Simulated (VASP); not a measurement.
Input of a VASP 6.6.1 run:

File INCAR:

```
SYSTEM = MgO
PREC = Accurate ; ENCUT = 520
EDIFF = 1E-6 ; ISMEAR = 0
SIGMA = 0.01 ; LREAL = .False.
LASPH = .True. ; NELM = 60
ALGO = Normal ; ISIF = 2
LWAVE = .False. ; LCHARG = .False.
GGA = PS ; NBANDS = 11
```

Contents of KPOINTS:

```
Automatic mesh
0
Gamma
  8 8 8
  0 0 0
```

File POSCAR:

```
MgO
1.0
    0.0000000000      2.1293775954      2.1293775954
    2.1293775954      0.0000000000      2.1293775954
    2.1293775954      2.1293775954      0.0000000000
Mg O
1 1
Direct
    0.0000000000      0.0000000000      0.0000000000
    0.5000000000      0.5000000000      0.5000000000
```

Potentials or basis: VASP PAW PBE potentials, release 64 (Mg, O).

The run is started by

```sh
$ cat potpaw_PBE.64/Mg/POTCAR potpaw_PBE.64/O/POTCAR > POTCAR
$ mpirun -np 1 vasp_std > vasp.out
```

(1) What does it give for the pressure?

(2) Estimate the band gap on the k mesh.

Answers

(1) -5.2 GPa.

(2) 4.32 eV, direct.

Caveat: the PAW data sets were made with another functional, which shifts forces and pressure a little.
